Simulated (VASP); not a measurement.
# Si3Bi2Te3 (P-3m1) in VASP: single point with PBE

Aim: the single point of Si3Bi2Te3 with PBE.

All numbers are computed with VASP 6.6.1; they aren't measurements. Logs are shortened: lines on timing, memory, paths and dates and some standing lists are left out, and cuts for length are marked.

### Step 1. The cell of the first run

The structure is trigonal, space group P-3m1 (No. 164). The conventional cell has a = 4.100 Å, b = 4.100 Å, c = 32.008 Å, α = 90.00°, β = 90.00°, γ = 120.00°. Si (site symmetry 3m) has 4 Si at 2.38 to 2.47 Å within 3.1 Å. Within 3.1 Å of Si (site symmetry 3m) lie 4 Si at 2.38 to 2.46 Å. Si (site symmetry 3m) has 3 Si at 2.46 Å and 1 Te at 2.65 Å within 3.3 Å. Within 4.0 Å of Bi (site symmetry 3m) lie 6 Te at 3.05 to 3.34 Å. Within 4.2 Å of Bi (site symmetry 3m) lie 6 Te at 3.16 to 3.18 Å and 6 Bi at 4.10 Å. Te (site symmetry 3m) has 3 Bi at 3.05 Å and 3 Te at 3.74 Å within 4.0 Å. Within 4.2 Å of Te (site symmetry 3m) lie 6 Bi at 3.18 to 3.34 Å and 6 Te at 4.10 Å. Te (site symmetry 3m) has 1 Si at 2.65 Å and 3 Bi at 3.16 Å within 3.5 Å.

### Step 2. Single point, PBE

Input file INCAR:

```
SYSTEM = Si3Bi2Te3
ALGO = Normal ; EDIFF = 1E-6
ENCUT = 500 ; GGA = PE
GGA_COMPAT = .False. ; ISIF = 2
ISMEAR = 0 ; LASPH = .True.
LCHARG = .False. ; LREAL = .False.
LWAVE = .False. ; NBANDS = 74
NELM = 120 ; PREC = Accurate
SIGMA = 0.1
```

Input file KPOINTS:

```
k-points
0
Gamma
  12 12 1
  0 0 0
```

Input file POSCAR:

```
Si3Bi2Te3
1.0
    4.0996293912      0.0000000000      0.0000000000
   -2.0498146956      3.5503831989      0.0000000000
    0.0000000000      0.0000000000     32.0080835830
Si Bi Te
6 4 6
Direct
    0.3333333333      0.6666666667      0.0110530929
    0.3333333333      0.6666666667      0.0853023160
    0.0000000000      0.0000000000      0.1066582742
    0.6666666667      0.3333333333      0.9889469071
    0.6666666667      0.3333333333      0.9146976840
    0.0000000000      0.0000000000      0.8933417258
    0.0000000000      0.0000000000      0.3945848878
    0.3333333333      0.6666666667      0.2545970055
    0.6666666667      0.3333333333      0.7454029945
    0.0000000000      0.0000000000      0.6054151122
    0.3333333333      0.6666666667      0.4547293765
    0.6666666667      0.3333333333      0.3210124820
    0.0000000000      0.0000000000      0.1893808805
    0.0000000000      0.0000000000      0.8106191195
    0.6666666667      0.3333333333      0.5452706235
    0.3333333333      0.6666666667      0.6789875180
```

Potentials or basis: VASP PAW PBE potentials, release 64 (Si, Bi_d, Te).

Command:

```bash
$ cat potpaw_PBE.64/Si/POTCAR potpaw_PBE.64/Bi_d/POTCAR potpaw_PBE.64/Te/POTCAR > POTCAR
$ mpirun -np 1 vasp_std > vasp.out
```

OUTCAR:

```text
SYSTEM = Si3Bi2Te3
   EDIFF = 1E-6
   ENCUT = 500
   GGA = PE
   ISIF = 2
   ISMEAR = 0
   LASPH = .True.
   LREAL = .False.
   NELM = 120
   PREC = Accurate

 ion  position               nearest neighbor table
   1  0.333  0.667  0.011-   2 2.38   4 2.47   4 2.47   4 2.47
   2  0.333  0.667  0.085-   1 2.38   3 2.46   3 2.46   3 2.46
   3  0.000  0.000  0.107-   2 2.46   2 2.46   2 2.46  13 2.65
   4  0.667  0.333  0.989-   5 2.38   1 2.47   1 2.47   1 2.47
   5  0.667  0.333  0.915-   4 2.38   6 2.46   6 2.46   6 2.46
   6  0.000  0.000  0.893-   5 2.46   5 2.46   5 2.46  14 2.65
   7  0.000  0.000  0.395-  11 3.05  11 3.05  11 3.05  12 3.34  12 3.34  12 3.34
   8  0.333  0.667  0.255-  13 3.16  13 3.16  13 3.16  12 3.18  12 3.18  12 3.18
   9  0.667  0.333  0.745-  14 3.16  14 3.16  14 3.16  16 3.18  16 3.18  16 3.18
  10  0.000  0.000  0.605-  15 3.05  15 3.05  15 3.05  16 3.34  16 3.34  16 3.34
  11  0.333  0.667  0.455-   7 3.05   7 3.05   7 3.05
  12  0.667  0.333  0.321-   8 3.18   8 3.18   8 3.18   7 3.34   7 3.34   7 3.34
  13  0.000  0.000  0.189-   3 2.65   8 3.16   8 3.16   8 3.16
  14  0.000  0.000  0.811-   6 2.65   9 3.16   9 3.16   9 3.16
  15  0.667  0.333  0.545-  10 3.05  10 3.05  10 3.05
  16  0.333  0.667  0.679-   9 3.18   9 3.18   9 3.18  10 3.34  10 3.34  10 3.34

  LATTYP: Found a hexagonal cell.
 ALAT       =     4.0996293912
 C/A-ratio  =     7.8075553980

  Lattice vectors:

 A1 = (   4.0996293912,   0.0000000000,   0.0000000000)
 A2 = (  -2.0498146956,   3.5503831989,   0.0000000000)
 A3 = (   0.0000000000,   0.0000000000,  32.0080835830)

Analysis of symmetry for initial positions (statically):
=====================================================================
 Subroutine PRICEL returns:
 Original cell was already a primitive cell.

 Routine SETGRP: Setting up the symmetry group for a
 hexagonal supercell.

 Subroutine GETGRP returns: Found 12 space group operations
 (whereof 12 operations were pure point group operations)
 out of a pool of 24 trial point group operations.

The static configuration has the point symmetry D_3d.

Analysis of symmetry for dynamics (positions and initial velocities):
=====================================================================
 Subroutine PRICEL returns:
 Original cell was already a primitive cell.

 Routine SETGRP: Setting up the symmetry group for a
 hexagonal supercell.

 Subroutine GETGRP returns: Found 12 space group operations
 (whereof 12 operations were pure point group operations)
 out of a pool of 24 trial point group operations.

The dynamic configuration has the point symmetry D_3d.

 Subroutine INISYM returns: Found 12 space group operations
 (whereof 12 operations are pure point group operations),
 and found     1 'primitive' translations

----------------------------------------------------------------------------------------

                                     Primitive cell

  volume of cell :     465.8858

  direct lattice vectors                    reciprocal lattice vectors
     4.099629391  0.000000000  0.000000000     0.243924488  0.140829869  0.000000000
    -2.049814696  3.550383199  0.000000000     0.000000000  0.281659738  0.000000000
     0.000000000  0.000000000 32.008083583     0.000000000  0.000000000  0.031242108

  length of vectors
     4.099629391  4.099629391 32.008083583     0.281659738  0.281659738  0.031242108

  position of ions in fractional coordinates (direct lattice)
     0.333333333  0.666666667  0.011053093
     0.333333333  0.666666667  0.085302316
     0.000000000  0.000000000  0.106658274
     0.666666667  0.333333333  0.988946907
     0.666666667  0.333333333  0.914697684
     0.000000000  0.000000000  0.893341726
[... 8 lines left out ...]
     0.666666667  0.333333333  0.545270624
     0.333333333  0.666666667  0.678987518

  ion indices of the primitive-cell ions
   primitive index   ion index
                 1           1
                 2           2
                 3           3
                 4           4
                 5           5
                 6           6
[... 8 lines left out ...]
                15          15
                16          16

----------------------------------------------------------------------------------------

 KPOINTS: k-points

Automatic generation of k-mesh.
 Grid dimensions read from file:
 generate k-points for:   12   12    1

 Generating k-lattice:

  Cartesian coordinates                     Fractional coordinates (reciprocal lattice)
     0.020327041  0.011735822  0.000000000     0.083333333  0.000000000  0.000000000
     0.000000000  0.023471645  0.000000000     0.000000000  0.083333333  0.000000000
     0.000000000  0.000000000  0.031242108     0.000000000  0.000000000  1.000000000

  Length of vectors
     0.023471645  0.023471645  0.031242108

  Shift w.r.t. Gamma in fractional coordinates (k-lattice)
     0.000000000  0.000000000  0.000000000

 Subroutine IBZKPT returns following result:
 ===========================================

 Found     19 irreducible k-points:

 Following reciprocal coordinates:
            Coordinates               Weight
  0.000000  0.000000  0.000000      1.000000
  0.083333 -0.000000  0.000000      6.000000
  0.166667  0.000000  0.000000      6.000000
  0.250000  0.000000  0.000000      6.000000
  0.333333 -0.000000  0.000000      6.000000
  0.416667  0.000000  0.000000      6.000000
[... 11 lines left out ...]
  0.333333  0.250000  0.000000     12.000000
  0.333333  0.333333  0.000000      2.000000
   k-points           NKPTS =     19   k-points in BZ     NKDIM =     19   number of bands    NBANDS=     74
   number of dos      NEDOS =    301   number of ions     NIONS =     16
   total plane-waves  NPLWV = 216000
   dimension x,y,z NGX =    30 NGY =   30 NGZ =  240
   dimension x,y,z NGXF=    60 NGYF=   60 NGZF=  480
   ions per type =               6   4   6
   NGX,Y,Z   is equivalent  to a cutoff of  12.17, 12.17, 12.47 a.u.
   NGXF,Y,Z  is equivalent  to a cutoff of  24.33, 24.33, 24.93 a.u.
 SYSTEM =  Si3Bi2Te3
   PREC   = accura    normal or accurate (medium, high low for compatibility)
   ISTART =      0    job   : 0-new  1-cont  2-samecut
   ICHARG =      2    charge: 1-file 2-atom 10-const
   ISPIN  =      1    spin polarized calculation?
   LNONCOLLINEAR =      F non collinear calculations
   LSORBIT =      F    spin-orbit coupling
   LASPH  =      T    aspherical Exc in radial PAW
   ENCUT  =  500.0 eV  36.75 Ry    6.06 a.u.   7.47  7.47 58.36*2*pi/ulx,y,z
   NELM   =    120;   NELMIN=  2; NELMDL= -5     # of ELM steps
   EDIFF  = 0.1E-05   stopping-criterion for ELM
   LREAL  =      F    real-space projection
   EDIFFG = 0.1E-04   stopping-criterion for IOM
   NSW    =      0    number of steps for IOM
   IBRION =     -1    ionic relax: 0-MD 1-quasi-New 2-CG
   NFREE  =      0    steps in history (QN), initial steepest desc. (CG)
   ISIF   =      2    stress and relaxation
   ISYM   =      2    0-nonsym 1-usesym 2-fastsym
   POTIM  = 0.5000    time-step for ionic-motion
   TEBEG  =    0.0;   TEEND  =   0.0 temperature during run
   PSTRESS=    0.0 pullay stress
   NELECT =     120.0000    total number of electrons
   NUPDOWN=      -1.0000    fix difference up-down
   EMIN   =  10.00;   EMAX   =-10.00  energy-range for DOS
   EFERMI =   0.00;   METHOD = LEGACY
   ISMEAR =     0;   SIGMA  =   0.10  broadening in eV -4-tet -1-fermi 0-gaus
   EFERMI_NEDOS =   21; number of points for ismear=-14 and -15
   IALGO  =     38    algorithm
   IMIX   =      4    mixing-type and parameters
     AMIX     =   0.40;   BMIX     =  1.00
     AMIX_MAG =   1.60;   BMIX_MAG =  1.00
  volume/ion in A,a.u.               =      29.12       196.50
  Fermi-wavevector in a.u.,A,eV,Ry     =   1.041619  1.968374 14.761905  1.084969
  Thomas-Fermi vector in A             =   2.176247
   LORBIT       =      0    0 simple, 1 ext, 2 COOP (PROOUT), +10 PAW based schemes
   GGA     = PE    functional components
   LHFCALC =     F    Hartree Fock is set to
   AEXX    =    0.0000 exact exchange contribution
   IVDW    =     0    specifies the selected vdW correction
   LEPSILON=     F    determine dielectric tensor
   LRPA    =     F    only Hartree local field effects (RPA)
 non-spin polarized calculation
 Gauss-broadening in eV      SIGMA  =   0.10
  energy-cutoff  :      500.00
  volume of cell :      465.89
 maximum number of plane-waves:     11893
 NGX is ok and might be reduce to    30
   NGX = 15   NGY = 15   NGZ =117

 number of electron     120.0000017 magnetization

 Free energy of the ion-electron system (eV)
  ---------------------------------------------------
  ext. energy  EPLUGINS =         0.00000000
  ---------------------------------------------------
  free energy    TOTEN  =       -66.71912449 eV

  energy without entropy =      -66.68667812  energy(sigma->0) =      -66.70290130

 E-fermi :   6.2968     XC(G=0):  -9.3182

 val. band max:        6.2736899063   @ k =   0.3333  -0.0000   0.0000
 cond. band min:       6.3028810255   @ k =   0.2500   0.0000   0.0000
 fundamental gap:      0.0291911192
 Fermi energy:         6.2968261714

 k-point     1 :       0.0000    0.0000    0.0000
  band No.  band energies     occupation
      1     -17.0986      2.00000
      2     -17.0986      2.00000
      3     -17.0802      2.00000
      4     -17.0802      2.00000
      5     -17.0802      2.00000
      6     -17.0802      2.00000
[... 64 lines left out ...]
     71       8.2024      0.00000
     72       8.2024      0.00000

 k-point     2 :       0.0833   -0.0000    0.0000
  band No.  band energies     occupation
      1     -17.0976      2.00000
      2     -17.0976      2.00000
      3     -17.0814      2.00000
      4     -17.0814      2.00000
      5     -17.0802      2.00000
      6     -17.0802      2.00000
[... 64 lines left out ...]
     71       8.2106      0.00000
     72       8.4022      0.00000

 k-point     3 :       0.1667    0.0000    0.0000
  band No.  band energies     occupation
      1     -17.0952      2.00000
      2     -17.0952      2.00000
      3     -17.0848      2.00000
      4     -17.0847      2.00000
      5     -17.0804      2.00000
      6     -17.0804      2.00000
[... 1189 lines left out ...]
     71       9.0812      0.00000
     72       9.2404      0.00000

 k-point    19 :       0.3333    0.3333    0.0000
  band No.  band energies     occupation
      1     -17.0917      2.00000
      2     -17.0917      2.00000
      3     -17.0914      2.00000
      4     -17.0914      2.00000
      5     -17.0820      2.00000
      6     -17.0820      2.00000
[... 64 lines left out ...]
     71       8.7394      0.00000
     72       9.7142      0.00000
 [bands above 72 left out]

------------------------ aborting loop because EDIFF is reached ----------------------------------------

  FORCE on cell =-STRESS in cart. coord.  units (eV):
  Direction    XX          YY          ZZ          XY          YZ          ZX
  --------------------------------------------------------------------------------------
  -------------------------------------------------------------------------------------
  Total       -0.1070699     -0.1070699      0.0170429     -0.0000000      0.0000000      0.0000000
  in kB       -0.3682123     -0.3682123      0.0586103     -0.0000000      0.0000000      0.0000000
  external PRESSURE =      -0.2259381 kB  Pullay stress =       0.0000000 kB

 VOLUME and BASIS-vectors are now :
 -----------------------------------------------------------------------------
  energy-cutoff  :      500.00
  volume of cell :      465.89
      direct lattice vectors                 reciprocal lattice vectors
     4.099629391  0.000000000  0.000000000     0.243924488  0.140829869  0.000000000
    -2.049814696  3.550383199  0.000000000     0.000000000  0.281659738  0.000000000
     0.000000000  0.000000000 32.008083583     0.000000000  0.000000000  0.031242108

 POSITION                                       TOTAL-FORCE (eV/Angst)
 -----------------------------------------------------------------------------------
     -0.00000      2.36692      0.35379        -0.000000      0.000000      0.002492
     -0.00000      2.36692      2.73036        -0.000000      0.000000     -0.003015
      0.00000      0.00000      3.41393        -0.000000      0.000000     -0.010802
      2.04981      1.18346     31.65430         0.000000      0.000000     -0.002492
      2.04981      1.18346     29.27772        -0.000000      0.000000      0.003015
      0.00000      0.00000     28.59416         0.000000     -0.000000      0.010802
[... 8 lines left out ...]
      2.04981      1.18346     17.45307         0.000000     -0.000000     -0.010217
     -0.00000      2.36692     21.73309         0.000000      0.000000     -0.001826
 -----------------------------------------------------------------------------------
    total drift:                               -0.000000      0.000000      0.000000

  FREE ENERGIE OF THE ION-ELECTRON SYSTEM (eV)
  ---------------------------------------------------
  free  energy   TOTEN  =       -66.7191244869 eV

  energy  without entropy=      -66.6866781166  energy(sigma->0) =      -66.70290130
```

Run time: 10 min. Hardware: 1 thread of Intel Xeon 6975P-C (Granite Rapids), shared host; peak memory 0.81 GiB.

What came out:

| Item | Value |
| --- | --- |
| Free energy | -66.7191 eV |
| Pressure | 0.0 GPa |
| Largest force | 0.011 eV/Å |
| Band gap on the k mesh | zero (band 60 reaches 7.04 eV, above the bottom of band 61 at 6.13 eV) |

Forces in eV/Å, atoms in the order of the input:
```
Si   0.000  0.000  0.002
Si   0.000  0.000 -0.003
Si   0.000  0.000 -0.011
Si   0.000  0.000 -0.002
Si   0.000  0.000  0.003
Si   0.000  0.000  0.011
Bi   0.000  0.000 -0.008
Bi   0.000  0.000 -0.001
Bi   0.000  0.000  0.001
Bi   0.000  0.000  0.008
Te   0.000  0.000  0.010
Te   0.000  0.000  0.002
Te   0.000  0.000  0.009
Te   0.000  0.000 -0.009
Te   0.000  0.000 -0.010
Te   0.000  0.000 -0.002
```

Caveat: spin-orbit coupling is left out, which moves the levels of the heavy elements; this functional lacks dispersion, which binds the layers, so the pressure and a relaxed spacing across them are unreliable.
